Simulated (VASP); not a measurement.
Set up this calculation in VASP 6.6.1, as the native input.

* Task: single point
* Functional: PBE
* Potentials or basis: VASP PAW PBE potentials, release 64 (Al, W_sv, O)
* Cutoff: 520 eV
* k mesh: 4 × 4 × 4
* Occupations: gaussian, width 0.1 eV
* Spin: no spin polarisation
* Dipole correction: no
* Further INCAR settings: ALGO = Normal; EDIFF = 1e-06; NBANDS = 28

The structure of Al2W2O lies in POSCAR:

```
Al2W2O
1.0
    4.5474382500      0.0000000000      0.0000000000
    0.0000000000      4.5474382500      0.0000000000
    0.0000000000      0.0000000000      3.8833712300
Al W O
2 2 1
Direct
    0.5000000000      0.5000000000      0.0000000000
    0.5000000000      0.5000000000      0.5000000000
    0.0000000000      0.5000000000      0.0000000000
    0.5000000000      0.0000000000      0.0000000000
    0.0000000000      0.0000000000      0.0000000000
```

The input as run:

INCAR

```
PREC = Accurate
ENCUT = 520
EDIFF = 1E-6
ISMEAR = 0
SIGMA = 0.1
LREAL = F
LASPH = T
NELM = 80
ALGO = Normal
ISIF = 2
LWAVE = F
LCHARG = F
GGA = PE
NBANDS = 28
```

KPOINTS

```
regular mesh
0
Gamma
  4 4 4
```

Potentials or basis: VASP PAW PBE potentials, release 64 (Al, W_sv, O).

Command:

```console
$ cat potpaw_PBE.64/Al/POTCAR potpaw_PBE.64/W_sv/POTCAR potpaw_PBE.64/O/POTCAR > POTCAR
$ mpirun -np 1 vasp_std > vasp.out
```

Results of the run:

```yaml
Pressure: 21.9 GPa
Band_gap_on_the_k_mesh: zero (band 20 reaches 8.44 eV, above the bottom of band 21 at 6.51 eV)
```

Caveat: the k points lie up to 0.40 Å⁻¹ apart; spin-orbit coupling is left out, which moves the levels of the heavy elements.

Wall time 31 s on 1 thread of Intel(R) Xeon(R) Platinum 8259CL CPU @ 2.50GHz (Skylake/Cascade Lake), on a shared host, peak memory 0.2 GiB.
